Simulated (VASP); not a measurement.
# B2P (P1) in VASP: relaxation of cell and atoms with PBE

Aim: the relaxation of cell and atoms of B2P with PBE.

Everything below comes from runs of VASP 6.6.1. Logs are shortened: lines on timing, memory, paths and dates and some standing lists are left out, and cuts for length are marked.

### 1 The cell of the first run

The typed cell holds 6 atoms: a = 3.095 Å, b = 3.976 Å, c = 4.929 Å, α = 89.65°, β = 89.30°, γ = 89.62°.

### 2 Relaxation of cell and atoms, PBE

The input, INCAR:

```
SYSTEM = B2P
PREC = Accurate
ENCUT = 600
EDIFF = 1E-6
ISMEAR = 0
SIGMA = 0.1
LREAL = .FALSE.
LASPH = .TRUE.
NELM = 80
ALGO = Normal
ISIF = 3
LWAVE = .FALSE.
LCHARG = .FALSE.
GGA = PE
IBRION = 2
NSW = 100
EDIFFG = -0.015
```

The input, KPOINTS:

```
Automatic mesh
0
G
  8 6 6
  0 0 0
```

The input, POSCAR:

```
B2P
1.0
    0.0102545007      0.0188582681      3.0944603047
    3.9760926728      0.0120141167      0.0131987974
    0.0149004788      4.9288263776      0.0301044038
B P
4 2
Direct
   -0.0101099211      0.1710021944      0.4041572009
    0.0166526407      0.8429543938      0.6032797168
    0.5020968771      0.6513496965      0.0952859209
    0.5199395030      0.3211750575      0.9240892829
   -0.0249243569      1.0150093205     -0.0089947740
    0.4963452572      0.4985093372      0.4821826525
```

Potentials or basis: VASP PAW PBE potentials, release 64 (B, P).

Run with:

```
cat potpaw_PBE.64/B/POTCAR potpaw_PBE.64/P/POTCAR > POTCAR
mpirun -np 1 vasp_std > vasp.out
```

OUTCAR:

```text
SYSTEM = B2P
   PREC = Accurate
   ENCUT = 600
   EDIFF = 1E-6
   ISMEAR = 0
   LREAL = .FALSE.
   LASPH = .TRUE.
   NELM = 80
   ISIF = 3
   GGA = PE
   IBRION = 2
   NSW = 100
   EDIFFG = -0.015

 ion  position               nearest neighbor table
   1  0.990  0.171  0.404-   2 1.63   6 2.04   6 2.09   5 2.13
   2  0.017  0.843  0.603-   1 1.63   5 2.04   6 2.10   6 2.21
   3  0.502  0.651  0.095-   4 1.57   6 2.00   5 2.12   5 2.23
   4  0.520  0.321  0.924-   3 1.57   5 1.89   5 2.11   6 2.29
   5  0.975  0.015  0.991-   4 1.89   2 2.04   4 2.11   3 2.12   1 2.13   3 2.23
   6  0.496  0.499  0.482-   3 2.00   1 2.04   1 2.09   2 2.10   2 2.21   4 2.29

  LATTYP: Found a triclinic cell.
 ALAT       =     3.0945347577
 B/A-ratio  =     1.6229127992
 C/A-ratio  =     1.5927889720
 COS(alpha) =     0.0027228116
 COS(beta)  =     0.0122114673
 COS(gamma) =     0.6109099001

  Lattice vectors:

 A1 = (  -0.0102545007,  -0.0188582681,  -3.0944603047)
 A2 = (   3.9658381721,  -0.0068441514,  -3.0812615073)
 A3 = (  -0.0149004788,  -4.9288263776,  -0.0301044038)

Analysis of symmetry for initial positions (statically):
=====================================================================
 Subroutine PRICEL returns:
 Original cell was already a primitive cell.

 Routine SETGRP: Setting up the symmetry group for a
 triclinic supercell.

 Subroutine GETGRP returns: Found  1 space group operations
 (whereof  1 operations were pure point group operations)
 out of a pool of  2 trial point group operations.

The static configuration has the point symmetry C_1 .

Analysis of symmetry for dynamics (positions and initial velocities):
=====================================================================
 Subroutine PRICEL returns:
 Original cell was already a primitive cell.

 Routine SETGRP: Setting up the symmetry group for a
 triclinic supercell.

 Subroutine GETGRP returns: Found  1 space group operations
 (whereof  1 operations were pure point group operations)
 out of a pool of  2 trial point group operations.

The dynamic configuration has the point symmetry C_1 .

 Subroutine INISYM returns: Found  1 space group operations
 (whereof  1 operations are pure point group operations),
 and found     1 'primitive' translations

----------------------------------------------------------------------------------------

                                     Primitive cell

  volume of cell :      60.6401

  direct lattice vectors                    reciprocal lattice vectors
     0.010254501  0.018858268  3.094460305    -0.001066833 -0.001970663  0.323173673
     3.976092673  0.012014117  0.013198797     0.251508226 -0.000755279 -0.000828851
     0.014900479  4.928826378  0.030104404    -0.000608975  0.202897437 -0.001234480

  length of vectors
     3.094534758  3.976132730  4.928940836     0.323181442  0.251510726  0.202902106

  position of ions in fractional coordinates (direct lattice)
     0.989890079  0.171002194  0.404157201
     0.016652641  0.842954394  0.603279717
     0.502096877  0.651349696  0.095285921
     0.519939503  0.321175057  0.924089283
     0.975075643  0.015009320  0.991005226
     0.496345257  0.498509337  0.482182653

  ion indices of the primitive-cell ions
   primitive index   ion index
                 1           1
                 2           2
                 3           3
                 4           4
                 5           5
                 6           6

----------------------------------------------------------------------------------------

 KPOINTS: Automatic mesh

Automatic generation of k-mesh.
 Grid dimensions read from file:
 generate k-points for:    8    6    6

 Generating k-lattice:

  Cartesian coordinates                     Fractional coordinates (reciprocal lattice)
    -0.000133354 -0.000246333  0.040396709     0.125000000  0.000000000 -0.000000000
     0.041918038 -0.000125880 -0.000138142     0.000000000  0.166666667  0.000000000
    -0.000101496  0.033816239 -0.000205747     0.000000000 -0.000000000  0.166666667

  Length of vectors
     0.040397680  0.041918454  0.033817018

  Shift w.r.t. Gamma in fractional coordinates (k-lattice)
     0.000000000  0.000000000  0.000000000

 Subroutine IBZKPT returns following result:
 ===========================================

 Found    148 irreducible k-points:

 Following reciprocal coordinates:
            Coordinates               Weight
  0.000000  0.000000  0.000000      1.000000
  0.125000  0.000000 -0.000000      2.000000
  0.250000  0.000000 -0.000000      2.000000
  0.375000  0.000000  0.000000      2.000000
  0.500000  0.000000 -0.000000      1.000000
 -0.000000  0.166667 -0.000000      2.000000
[... 16 lines left out ...]
  0.125000  0.500000 -0.000000      2.000000
  0.250000  0.500000  0.000000      2.000000
 [... further k-points ...]
   k-points           NKPTS =    148   k-points in BZ     NKDIM =    148   number of bands    NBANDS=     15
   number of dos      NEDOS =    301   number of ions     NIONS =      6
   total plane-waves  NPLWV =  35840
   dimension x,y,z NGX =    28 NGY =   32 NGZ =   40
   dimension x,y,z NGXF=    56 NGYF=   64 NGZF=   80
   ions per type =               4   2
   NGX,Y,Z   is equivalent  to a cutoff of  15.04, 13.38, 13.49 a.u.
   NGXF,Y,Z  is equivalent  to a cutoff of  30.08, 26.76, 26.98 a.u.
 SYSTEM =  B2P
   PREC   = accura    normal or accurate (medium, high low for compatibility)
   ISTART =      0    job   : 0-new  1-cont  2-samecut
   ICHARG =      2    charge: 1-file 2-atom 10-const
   ISPIN  =      1    spin polarized calculation?
   LNONCOLLINEAR =      F non collinear calculations
   LSORBIT =      F    spin-orbit coupling
   LASPH  =      T    aspherical Exc in radial PAW
   ENCUT  =  600.0 eV  44.10 Ry    6.64 a.u.   6.18  7.94  9.84*2*pi/ulx,y,z
   NELM   =     80;   NELMIN=  2; NELMDL= -5     # of ELM steps
   EDIFF  = 0.1E-05   stopping-criterion for ELM
   LREAL  =      F    real-space projection
   EDIFFG = -.1E-01   stopping-criterion for IOM
   NSW    =    100    number of steps for IOM
   IBRION =      2    ionic relax: 0-MD 1-quasi-New 2-CG
   NFREE  =      1    steps in history (QN), initial steepest desc. (CG)
   ISIF   =      3    stress and relaxation
   ISYM   =      2    0-nonsym 1-usesym 2-fastsym
   POTIM  = 0.5000    time-step for ionic-motion
   TEBEG  =    0.0;   TEEND  =   0.0 temperature during run
   PSTRESS=    0.0 pullay stress
   NELECT =      22.0000    total number of electrons
   NUPDOWN=      -1.0000    fix difference up-down
   EMIN   =  10.00;   EMAX   =-10.00  energy-range for DOS
   EFERMI =   0.00;   METHOD = LEGACY
   ISMEAR =     0;   SIGMA  =   0.10  broadening in eV -4-tet -1-fermi 0-gaus
   EFERMI_NEDOS =   21; number of points for ismear=-14 and -15
   IALGO  =     38    algorithm
   IMIX   =      4    mixing-type and parameters
     AMIX     =   0.40;   BMIX     =  1.00
     AMIX_MAG =   1.60;   BMIX_MAG =  1.00
  volume/ion in A,a.u.               =      10.11        68.20
  Fermi-wavevector in a.u.,A,eV,Ry     =   1.167604  2.206452 18.548821  1.363300
  Thomas-Fermi vector in A             =   2.304102
   LORBIT       =      0    0 simple, 1 ext, 2 COOP (PROOUT), +10 PAW based schemes
   GGA     = PE    functional components
   LHFCALC =     F    Hartree Fock is set to
   AEXX    =    0.0000 exact exchange contribution
   IVDW    =     0    specifies the selected vdW correction
   LEPSILON=     F    determine dielectric tensor
   LRPA    =     F    only Hartree local field effects (RPA)
 conjugate gradient relaxation of ions
 non-spin polarized calculation
 Gauss-broadening in eV      SIGMA  =   0.10
  energy-cutoff  :      600.00
  volume of cell :       60.64
 maximum number of plane-waves:      2045
 NGX is ok and might be reduce to    28
   NGX = 13   NGY = 15   NGZ = 19

--------------------------------------- Ionic step        1  -------------------------------------------

 number of electron      22.0000000 magnetization

 Free energy of the ion-electron system (eV)
  ---------------------------------------------------
  ext. energy  EPLUGINS =         0.00000000
  ---------------------------------------------------
  free energy    TOTEN  =       -33.09942460 eV

  energy without entropy =      -33.08659439  energy(sigma->0) =      -33.09300950

------------------------ aborting loop because EDIFF is reached ----------------------------------------

  FORCE on cell =-STRESS in cart. coord.  units (eV):
  Direction    XX          YY          ZZ          XY          YZ          ZX
  --------------------------------------------------------------------------------------
  -------------------------------------------------------------------------------------
  Total        3.6714255      2.3777106      0.3107120      0.3460655      0.2700119     -1.6488984
  in kB       97.0030137     62.8216726      8.2093464      9.1434225      7.1340054    -43.5656698
  external PRESSURE =      56.0113442 kB  Pullay stress =       0.0000000 kB
[... 101 lines left out ...]
  FREE ENERGIE OF THE ION-ELECTRON SYSTEM (eV)
  ---------------------------------------------------
  free  energy   TOTEN  =       -33.3219775980 eV

  energy  without entropy=      -33.3098540671  energy(sigma->0) =      -33.31591583

[... ionic steps 4 to 90 ...]

--------------------------------------- Ionic step       91  -------------------------------------------

 number of electron      22.0000001 magnetization

------------------------ aborting loop because EDIFF is reached ----------------------------------------

  FORCE on cell =-STRESS in cart. coord.  units (eV):
  Direction    XX          YY          ZZ          XY          YZ          ZX
  --------------------------------------------------------------------------------------
  -------------------------------------------------------------------------------------
  Total       -0.0199675     -0.0153477      0.0075020     -0.0107481      0.0244184     -0.0233950
  in kB       -0.5405745     -0.4155035      0.2031004     -0.2909814      0.6610735     -0.6333670
  external PRESSURE =      -0.2509926 kB  Pullay stress =       0.0000000 kB
[... 65 lines left out ...]
  energy  without entropy=      -37.5452870928  energy(sigma->0) =      -37.54553377

--------------------------------------- Ionic step       93  -------------------------------------------

 number of electron      22.0000001 magnetization

 Free energy of the ion-electron system (eV)
  ---------------------------------------------------
  ext. energy  EPLUGINS =         0.00000000
  ---------------------------------------------------
  free energy    TOTEN  =       -37.54582373 eV

  energy without entropy =      -37.54533083  energy(sigma->0) =      -37.54557728

 E-fermi :   7.6688     XC(G=0): -11.3502

 val. band max:        7.6601870932   @ k =   0.1250   0.3333   0.5000
 cond. band min:       7.9489196893   @ k =   0.5000   0.0000   0.1667
 fundamental gap:      0.2887325961
 Fermi energy:         7.6688221263

 k-point     1 :       0.0000    0.0000    0.0000
  band No.  band energies     occupation
      1      -8.2344      2.00000
      2      -3.4715      2.00000
      3      -1.9578      2.00000
      4       0.3568      2.00000
      5       0.9583      2.00000
      6       2.0178      2.00000
      7       2.5738      2.00000
      8       4.1946      2.00000
      9       4.9191      2.00000
     10       6.7441      2.00000
     11       7.1948      2.00000
     12      10.2021      0.00000
     13      10.8915      0.00000
     14      11.3976      0.00000
     15      11.6267      0.00000
[... 397 lines left out ...]
 k-point    24 :       0.2500    0.5000    0.0000
  band No.  band energies     occupation
      1      -6.0530      2.00000
      2      -5.0346      2.00000
      3      -1.8470      2.00000
      4      -0.5504      2.00000
      5       0.5983      2.00000
      6       1.6044      2.00000
      7       2.3464      2.00000
      8       3.6187      2.00000
      9       4.2812      2.00000
     10       5.3739      2.00000
     11       6.0033      2.00000
     12      10.5967      0.00000
     13      11.6390      0.00000
     14      12.2454      0.00000
     15      12.9667      0.00000

 [... further k-points ...]
[... 5 lines left out ...]
  --------------------------------------------------------------------------------------
  -------------------------------------------------------------------------------------
  Total       -0.0021031      0.0167353     -0.0015357     -0.0110856      0.0088910     -0.0000598
  in kB       -0.0569502      0.4531795     -0.0415858     -0.3001888      0.2407610     -0.0016201
  external PRESSURE =       0.1182145 kB  Pullay stress =       0.0000000 kB
[... 21 lines left out ...]
  FREE ENERGIE OF THE ION-ELECTRON SYSTEM (eV)
  ---------------------------------------------------
  free  energy   TOTEN  =       -37.5458237321 eV

  energy  without entropy=      -37.5453308344  energy(sigma->0) =      -37.54557728

 reached required accuracy - stopping structural energy minimisation
```

It took 48 min on 1 thread of AMD EPYC 9R45 (Zen 5), shared host; peak memory 0.25 GiB.

What came out:

```
Free energy                            : -37.5458 eV
Relaxed volume                         : 9.86 Å³/atom
Relaxed cell                           : a = 3.166 Å, b = 4.085 Å, c = 4.827 Å, α = 75.07°, β = 83.85°, γ = 97.43°
Space group after relaxing (to 0.05 Å) : P1 (No. 1)
Energy gained by relaxing              : 741.1 meV/atom
Ionic steps                            : 93
Pressure after relaxing                : 0.0 GPa
Largest force after relaxing           : 0.012 eV/Å
Band gap on the k mesh                 : zero (band 11 reaches 7.66 eV, above the bottom of band 12 at 7.50 eV)
```

Forces on the atoms (eV/Å):
```
B    0.009  0.003  0.004
B   -0.008  0.002  0.001
B   -0.002 -0.011 -0.001
B   -0.002  0.002 -0.003
P    0.001  0.001  0.005
P    0.002  0.003 -0.006
```

Step by step:
| step | energy change (eV) | largest force (eV/Å) | pressure (GPa) | volume (Å³) |
| --- | --- | --- | --- | --- |
| 1 | 0.0000 | 2.1617 | 5.60 | 60.64 |
| 4 | -0.2742 | 0.3141 | -0.51 | 61.44 |
| 7 | -0.3004 | 0.2241 | -0.33 | 61.08 |
| 10 | -0.3102 | 0.1078 | 0.02 | 60.85 |
| 13 | -0.3128 | 0.0785 | -0.04 | 60.81 |
| 16 | -0.3159 | 0.0926 | -0.03 | 60.73 |
| 19 | -0.3270 | 0.1900 | -0.28 | 60.67 |
| 22 | -0.3409 | 0.7206 | -0.85 | 60.66 |
| 25 | -0.3433 | 0.7835 | -0.99 | 60.65 |
| 28 | -0.3450 | 0.7984 | -1.05 | 60.64 |
| 31 | -0.3674 | 0.4792 | -0.95 | 60.47 |
| 34 | -0.3840 | 0.4301 | -0.50 | 60.14 |
| 37 | -0.4161 | 0.4312 | 1.26 | 59.41 |
| 40 | -0.6087 | 1.2438 | -1.37 | 59.83 |
| 43 | -0.8266 | 2.6976 | -2.38 | 60.38 |
| 46 | -0.8425 | 3.0076 | -2.14 | 60.47 |
| 49 | -0.8526 | 3.7759 | -0.58 | 60.71 |
| 52 | -0.9634 | 3.3026 | -1.57 | 60.58 |
| 55 | -1.6345 | 2.0458 | -0.46 | 60.27 |
| 58 | -2.0419 | 2.0087 | 2.44 | 60.27 |
| 61 | -2.8038 | 1.8422 | 0.56 | 62.17 |
| 64 | -3.1896 | 2.0702 | -2.06 | 62.64 |
| 67 | -3.6382 | 1.3808 | 2.50 | 60.65 |
| 70 | -3.8731 | 0.8170 | -0.06 | 61.38 |
| 73 | -4.1451 | 1.2758 | 0.71 | 59.60 |
| 76 | -4.2799 | 0.8422 | 2.32 | 58.71 |
| 79 | -4.4014 | 0.3474 | -0.55 | 59.74 |
| 82 | -4.4265 | 0.2115 | 0.15 | 59.32 |
| 85 | -4.4433 | 0.1383 | -0.05 | 59.22 |
| 88 | -4.4457 | 0.0683 | 0.10 | 59.15 |
| 91 | -4.4464 | 0.0198 | -0.03 | 59.18 |
| 93 | -4.4464 | 0.0116 | 0.01 | 59.17 |

Final structure:
```
B P
1.0
    -0.21611    0.20288    3.15170
     4.04635    0.48420   -0.28410
     0.70341    4.76867    0.26075
B P
4 2
Direct
  0.09860 0.27638 0.28126
  0.00250 0.90006 0.55585
  0.66862 0.49369 0.20364
  0.41543 0.25546 0.94799
  0.85901 0.96396 0.93956
  0.45583 0.61046 0.57171
```

Levels at points of the mesh, in eV from the Fermi level:
| k point | band 8 | band 9 | band 10 | band 11 | band 12 | band 13 | band 14 | band 15 |
| --- | --- | --- | --- | --- | --- | --- | --- | --- |
| (0.00, 0.00, 0.00) | -3.47 | -2.75 | -0.92 | -0.47 | 2.53 | 3.22 | 3.73 | 3.96 |
| (0.50, 0.00, 0.00) | -4.28 | -3.94 | -3.54 | -2.56 | -0.17 | 1.09 | 1.33 | 4.08 |
| (0.00, 0.50, 0.00) | -2.59 | -1.97 | -0.71 | -0.47 | 2.24 | 2.80 | 4.12 | 4.27 |
| (0.50, 0.50, 0.00) | -5.63 | -4.17 | -3.30 | -2.47 | 3.12 | 3.88 | 4.15 | 5.00 |
| (0.00, 0.00, 0.50) | -3.69 | -2.34 | -1.71 | -0.86 | 0.79 | 1.72 | 2.27 | 4.15 |
| (0.50, 0.00, 0.50) | -4.00 | -3.61 | -2.41 | -1.91 | 0.71 | 1.86 | 2.51 | 4.34 |
| (0.00, 0.50, 0.50) | -2.43 | -2.28 | -1.28 | -0.93 | 2.22 | 2.96 | 3.10 | 4.49 |
| (0.50, 0.50, 0.50) | -5.43 | -2.58 | -1.65 | -0.67 | 0.37 | 2.56 | 5.11 | 5.46 |
